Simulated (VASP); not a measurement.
# ZnSb2C (I-42d) in VASP: settings compared

The runs below take ZnSb2C through single point, with PBE, r2SCAN.

Everything below comes from runs of VASP 6.6.1. Logs are shortened: lines on timing, memory, paths and dates and some standing lists are left out, and cuts for length are marked.

### Step 1. The cell of the first run

It takes space group I-42d (No. 122, tetragonal). The conventional cell has a = 5.671 Å, b = 5.671 Å, c = 10.645 Å, α = 90.00°, β = 90.00°, γ = 90.00°. Within 3.4 Å of Zn (site symmetry -4) lie 4 Sb at 2.59 Å. Within 3.0 Å of Sb (site symmetry 2) lie 2 C at 2.25 Å and 2 Zn at 2.59 Å. Within 3.0 Å of C (site symmetry -4) lie 4 Sb at 2.25 Å.

### Step 2. Single point, PBE

INCAR

```
  PREC = Accurate
  ENCUT = 520
  EDIFF = 1E-7
  ISMEAR = -1
  SIGMA = 0.02
  LREAL = F
  LASPH = T
  NELM = 100
  ALGO = Normal
  ISIF = 2
  LWAVE = F
  LCHARG = F
  GGA = PE
  NBANDS = 36
```

KPOINTS

```
Automatic mesh
0
Gamma
  6 6 6
```

POSCAR

```
ZnSb2C
1.0
   -2.8352664757      2.8352664757      5.3222793505
    2.8352664757     -2.8352664757      5.3222793505
    2.8352664757      2.8352664757     -5.3222793505
Zn Sb C
2 4 2
Direct
    0.0000000000      0.0000000000      0.0000000000
    0.7500000000      0.2500000000      0.5000000000
    0.3750000000      0.4259059750      0.5509059750
    0.1759059750      0.6250000000      0.0509059750
    0.8750000000      0.8240940250      0.4490940250
    0.5740940250      0.1250000000     -0.0509059750
    0.5000000000      0.5000000000      0.0000000000
    0.2500000000      0.7500000000      0.5000000000
```

Potentials or basis: VASP PAW PBE potentials, release 64 (Zn, Sb, C).

Started as:

```
cat potpaw_PBE.64/Zn/POTCAR potpaw_PBE.64/Sb/POTCAR potpaw_PBE.64/C/POTCAR > POTCAR
mpirun -np 1 vasp_std > vasp.out
```

OUTCAR:

```text
PREC = Accurate
   ENCUT = 520
   EDIFF = 1E-7
   ISMEAR = -1
   LREAL = F
   LASPH = T
   NELM = 100
   ISIF = 2
   GGA = PE

 ion  position               nearest neighbor table
   1  0.000  0.000  0.000-   3 2.59   6 2.59   4 2.59   5 2.59
   2  0.750  0.250  0.500-   4 2.59   5 2.59   3 2.59   6 2.59
   3  0.375  0.426  0.551-   7 2.25   8 2.25   1 2.59   2 2.59   5 3.62   5 3.62   4 3.69   6 3.69
                             4 3.69   6 3.69
   4  0.176  0.625  0.051-   7 2.25   8 2.25   2 2.59   1 2.59   6 3.62   6 3.62   3 3.69   5 3.69
                             3 3.69   5 3.69
   5  0.875  0.824  0.449-   7 2.25   8 2.25   2 2.59   1 2.59   3 3.62   3 3.62   4 3.69   6 3.69
                             4 3.69   6 3.69
   6  0.574  0.125  0.949-   8 2.25   7 2.25   1 2.59   2 2.59   4 3.62   4 3.62   5 3.69   3 3.69
                             3 3.69   5 3.69
   7  0.500  0.500  0.000-   5 2.25   4 2.25   3 2.25   6 2.25
   8  0.250  0.750  0.500-   6 2.25   4 2.25   5 2.25   3 2.25

  LATTYP: Found a body centered tetragonal cell.
 ALAT       =     5.6705329514
 C/A-ratio  =     1.8771707690

  Lattice vectors:

 A1 = (  -2.8352664757,   2.8352664757,   5.3222793505)
 A2 = (   2.8352664757,  -2.8352664757,   5.3222793505)
 A3 = (   2.8352664757,   2.8352664757,  -5.3222793505)

Analysis of symmetry for initial positions (statically):
=====================================================================
 Subroutine PRICEL returns:
 Original cell was already a primitive cell.

 Routine SETGRP: Setting up the symmetry group for a
 body centered tetragonal supercell.

 Subroutine GETGRP returns: Found  8 space group operations
 (whereof  4 operations were pure point group operations)
 out of a pool of 16 trial point group operations.

The static configuration has the point symmetry S_4 .
 The point group associated with its full space group is D_2d.

Analysis of symmetry for dynamics (positions and initial velocities):
=====================================================================
 Subroutine PRICEL returns:
 Original cell was already a primitive cell.

 Routine SETGRP: Setting up the symmetry group for a
 body centered tetragonal supercell.

 Subroutine GETGRP returns: Found  8 space group operations
 (whereof  4 operations were pure point group operations)
 out of a pool of 16 trial point group operations.

The dynamic configuration has the point symmetry S_4 .
 The point group associated with its full space group is D_2d.

 Subroutine INISYM returns: Found  8 space group operations
 (whereof  4 operations are pure point group operations),
 and found     1 'primitive' translations

----------------------------------------------------------------------------------------

                                     Primitive cell

  volume of cell :     171.1376

  direct lattice vectors                    reciprocal lattice vectors
    -2.835266476  2.835266476  5.322279350     0.000000000  0.176350267  0.093944712
     2.835266476 -2.835266476  5.322279350     0.176350267  0.000000000  0.093944712
     2.835266476  2.835266476 -5.322279350     0.176350267  0.176350267  0.000000000

  length of vectors
     6.663642357  6.663642357  6.663642357     0.199812476  0.199812476  0.249396939

  position of ions in fractional coordinates (direct lattice)
     0.000000000  0.000000000  0.000000000
     0.750000000  0.250000000  0.500000000
     0.375000000  0.425905975  0.550905975
     0.175905975  0.625000000  0.050905975
     0.875000000  0.824094025  0.449094025
     0.574094025  0.125000000  0.949094025
     0.500000000  0.500000000  0.000000000
     0.250000000  0.750000000  0.500000000

  ion indices of the primitive-cell ions
   primitive index   ion index
                 1           1
                 2           2
                 3           3
                 4           4
                 5           5
                 6           6
                 7           7
                 8           8

----------------------------------------------------------------------------------------

 KPOINTS: Automatic mesh

Automatic generation of k-mesh.
 Grid dimensions read from file:
 generate k-points for:    6    6    6

 Generating k-lattice:

  Cartesian coordinates                     Fractional coordinates (reciprocal lattice)
     0.000000000  0.029391711  0.015657452     0.166666667  0.000000000 -0.000000000
     0.029391711  0.000000000  0.015657452     0.000000000  0.166666667 -0.000000000
     0.029391711  0.029391711  0.000000000     0.000000000  0.000000000  0.166666667

  Length of vectors
     0.033302079  0.033302079  0.041566157

  Shift w.r.t. Gamma in fractional coordinates (k-lattice)
     0.000000000  0.000000000  0.000000000

 Subroutine IBZKPT returns following result:
 ===========================================

 Found     30 irreducible k-points:

 Following reciprocal coordinates:
            Coordinates               Weight
  0.000000  0.000000  0.000000      1.000000
  0.166667  0.000000  0.000000      8.000000
  0.333333  0.000000 -0.000000      8.000000
  0.500000  0.000000  0.000000      4.000000
  0.166667  0.166667  0.000000      8.000000
  0.333333  0.166667  0.000000     16.000000
[... 16 lines left out ...]
 -0.333333 -0.333333  0.166667      8.000000
 -0.166667 -0.333333  0.166667      8.000000
 [... further k-points ...]
   k-points           NKPTS =     30   k-points in BZ     NKDIM =     30   number of bands    NBANDS=     36
   number of dos      NEDOS =    301   number of ions     NIONS =      8
   total plane-waves  NPLWV = 125000
   dimension x,y,z NGX =    50 NGY =   50 NGZ =   50
   dimension x,y,z NGXF=   100 NGYF=  100 NGZF=  100
   ions per type =               2   4   2
   NGX,Y,Z   is equivalent  to a cutoff of  12.47, 12.47, 12.47 a.u.
   NGXF,Y,Z  is equivalent  to a cutoff of  24.95, 24.95, 24.95 a.u.
 SYSTEM =  unknown system
   PREC   = accura    normal or accurate (medium, high low for compatibility)
   ISTART =      0    job   : 0-new  1-cont  2-samecut
   ICHARG =      2    charge: 1-file 2-atom 10-const
   ISPIN  =      1    spin polarized calculation?
   LNONCOLLINEAR =      F non collinear calculations
   LSORBIT =      F    spin-orbit coupling
   LASPH  =      T    aspherical Exc in radial PAW
   ENCUT  =  520.0 eV  38.22 Ry    6.18 a.u.  12.39 12.39 12.39*2*pi/ulx,y,z
   NELM   =    100;   NELMIN=  2; NELMDL= -5     # of ELM steps
   EDIFF  = 0.1E-06   stopping-criterion for ELM
   LREAL  =      F    real-space projection
   EDIFFG = 0.1E-05   stopping-criterion for IOM
   NSW    =      0    number of steps for IOM
   IBRION =     -1    ionic relax: 0-MD 1-quasi-New 2-CG
   NFREE  =      0    steps in history (QN), initial steepest desc. (CG)
   ISIF   =      2    stress and relaxation
   ISYM   =      2    0-nonsym 1-usesym 2-fastsym
   POTIM  = 0.5000    time-step for ionic-motion
   TEBEG  =    0.0;   TEEND  =   0.0 temperature during run
   PSTRESS=    0.0 pullay stress
   NELECT =      52.0000    total number of electrons
   NUPDOWN=      -1.0000    fix difference up-down
   EMIN   =  10.00;   EMAX   =-10.00  energy-range for DOS
   EFERMI =   0.00;   METHOD = LEGACY
   ISMEAR =    -1;   SIGMA  =   0.02  broadening in eV -4-tet -1-fermi 0-gaus
   EFERMI_NEDOS =   21; number of points for ismear=-14 and -15
   IALGO  =     38    algorithm
   IMIX   =      4    mixing-type and parameters
     AMIX     =   0.40;   BMIX     =  1.00
     AMIX_MAG =   1.60;   BMIX_MAG =  1.00
  volume/ion in A,a.u.               =      21.39       144.36
  Fermi-wavevector in a.u.,A,eV,Ry     =   1.100595  2.079823 16.480859  1.211309
  Thomas-Fermi vector in A             =   2.237008
   LORBIT       =      0    0 simple, 1 ext, 2 COOP (PROOUT), +10 PAW based schemes
   GGA     = PE    functional components
   LHFCALC =     F    Hartree Fock is set to
   AEXX    =    0.0000 exact exchange contribution
   IVDW    =     0    specifies the selected vdW correction
   LEPSILON=     F    determine dielectric tensor
   LRPA    =     F    only Hartree local field effects (RPA)
 non-spin polarized calculation
  energy-cutoff  :      520.00
  volume of cell :      171.14
 maximum number of plane-waves:      4651
 NGX is ok and might be reduce to    50
   NGX = 25   NGY = 25   NGZ = 25

 number of electron      51.9999993 magnetization

 Free energy of the ion-electron system (eV)
  ---------------------------------------------------
  ext. energy  EPLUGINS =         0.00000000
  ---------------------------------------------------
  free energy    TOTEN  =       -32.16793991 eV

  energy without entropy =      -32.16788402  energy(sigma->0) =      -32.16791197

 E-fermi :   6.0038     XC(G=0):  -9.8550

 val. band max:        5.9334259523   @ k =   0.0000   0.0000   0.0000
 cond. band min:       6.0719595790   @ k =   0.0000   0.0000   0.0000
 fundamental gap:      0.1385336267
 Fermi energy:         6.0038193680

 k-point     1 :       0.0000    0.0000    0.0000
  band No.  band energies     occupation
      1      -7.9193      2.00000
      2      -5.3779      2.00000
      3      -3.6738      2.00000
      4      -3.6143      2.00000
      5      -3.6143      2.00000
      6      -1.7751      2.00000
[... 28 lines left out ...]
     35      10.9078      0.00000
     36      10.9093      0.00000

 k-point     2 :       0.1667    0.0000    0.0000
  band No.  band energies     occupation
      1      -7.8186      2.00000
      2      -5.6228      2.00000
      3      -3.7896      2.00000
      4      -3.6973      2.00000
      5      -3.3995      2.00000
      6      -1.8296      2.00000
[... 28 lines left out ...]
     35      10.6951      0.00000
     36      10.9762      0.00000

 k-point     3 :       0.3333    0.0000   -0.0000
  band No.  band energies     occupation
      1      -7.5556      2.00000
      2      -6.0904      2.00000
      3      -4.0494      2.00000
      4      -3.8451      2.00000
      5      -3.0544      2.00000
      6      -1.8519      2.00000
[... 28 lines left out ...]
     35      10.5313      0.00000
     36      10.9134      0.00000

 k-point     4 :       0.5000    0.0000    0.0000
  band No.  band energies     occupation
      1      -7.3540      2.00000
      2      -6.3727      2.00000
      3      -4.1733      2.00000
      4      -3.9102      2.00000
      5      -2.9288      2.00000
      6      -1.8471      2.00000
[... 28 lines left out ...]
     35      10.8609      0.00000
     36      11.1941      0.00000

 k-point     5 :       0.1667    0.1667    0.0000
  band No.  band energies     occupation
      1      -7.6733      2.00000
      2      -5.9190      2.00000
      3      -3.9241      2.00000
      4      -3.7976      2.00000
      5      -3.0859      2.00000
      6      -1.8898      2.00000
[... 655 lines left out ...]
 k-point    22 :      -0.1667    0.5000    0.1667
  band No.  band energies     occupation
      1      -7.3383      2.00000
      2      -6.4493      2.00000
      3      -4.2671      2.00000
      4      -3.7273      2.00000
      5      -2.8089      2.00000
      6      -1.9017      2.00000
[... 28 lines left out ...]
     35      10.1784      0.00000
     36      10.6096      0.00000

 k-point    23 :      -0.3333   -0.3333    0.1667
  band No.  band energies     occupation
      1      -7.3959      2.00000
      2      -6.4330      2.00000
      3      -3.9853      2.00000
      4      -3.9088      2.00000
      5      -2.6214      2.00000
      6      -2.0162      2.00000
[... 28 lines left out ...]
     35      10.3768      0.00000
     36      10.7395      0.00000

 k-point    24 :      -0.1667   -0.3333    0.1667
  band No.  band energies     occupation
      1      -7.6218      2.00000
      2      -6.1144      2.00000
      3      -3.8888      2.00000
      4      -3.6960      2.00000
      5      -2.9853      2.00000
      6      -1.9661      2.00000
[... 28 lines left out ...]
     35      10.2758      0.00000
     36      10.7422      0.00000

 [... further k-points ...]
[... 5 lines left out ...]
  --------------------------------------------------------------------------------------
  -------------------------------------------------------------------------------------
  Total        2.3996946      2.3996946      2.0256633      0.0000000      0.0000000      0.0000000
  in kB       22.4657609     22.4657609     18.9641078      0.0000000      0.0000000      0.0000000
  external PRESSURE =      21.2985432 kB  Pullay stress =       0.0000000 kB

 VOLUME and BASIS-vectors are now :
 -----------------------------------------------------------------------------
  energy-cutoff  :      520.00
  volume of cell :      171.14
      direct lattice vectors                 reciprocal lattice vectors
    -2.835266476  2.835266476  5.322279350     0.000000000  0.176350267  0.093944712
     2.835266476 -2.835266476  5.322279350     0.176350267  0.000000000  0.093944712
     2.835266476  2.835266476 -5.322279350     0.176350267  0.176350267  0.000000000

 POSITION                                       TOTAL-FORCE (eV/Angst)
 -----------------------------------------------------------------------------------
      0.00000      0.00000      0.00000         0.000000     -0.000000     -0.000000
     -0.00000      2.83527      2.66114        -0.000000     -0.000000      0.000000
      1.70630      1.41763      1.33057         0.066541     -0.000000      0.000000
      1.41763     -1.12897      3.99171        -0.000000      0.066541      0.000000
      1.12897      1.41763      6.65285        -0.066541     -0.000000     -0.000000
      1.41763      3.96424     -1.33057         0.000000     -0.066541     -0.000000
      0.00000      0.00000      5.32228         0.000000     -0.000000     -0.000000
      2.83527     -0.00000      2.66114         0.000000     -0.000000     -0.000000
 -----------------------------------------------------------------------------------
    total drift:                               -0.000001     -0.000001     -0.000007

  FREE ENERGIE OF THE ION-ELECTRON SYSTEM (eV)
  ---------------------------------------------------
  free  energy   TOTEN  =       -32.1679399119 eV

  energy  without entropy=      -32.1678840230  energy(sigma->0) =      -32.16791197
```

Wall time 3.5 min (1 thread of AMD EPYC 9R45 (Zen 5), shared host); peak memory 0.4 GiB.

Results:

```yaml
Free_energy: -32.1679 eV
Pressure: 2.1 GPa
Largest_force: 0.067 eV/Å
Band_gap_on_the_k_mesh: 0.14 eV
```

Forces on the atoms (eV/Å):
```
Zn   0.000  0.000  0.000
Zn   0.000  0.000  0.000
Sb   0.067  0.000  0.000
Sb   0.000  0.067  0.000
Sb  -0.067  0.000  0.000
Sb   0.000 -0.067  0.000
C    0.000  0.000  0.000
C    0.000  0.000  0.000
```

Caveat: spin-orbit coupling is left out, which moves the levels of the heavy elements. A k mesh can miss the band edges.

(Part 1 of 2 ends here.)
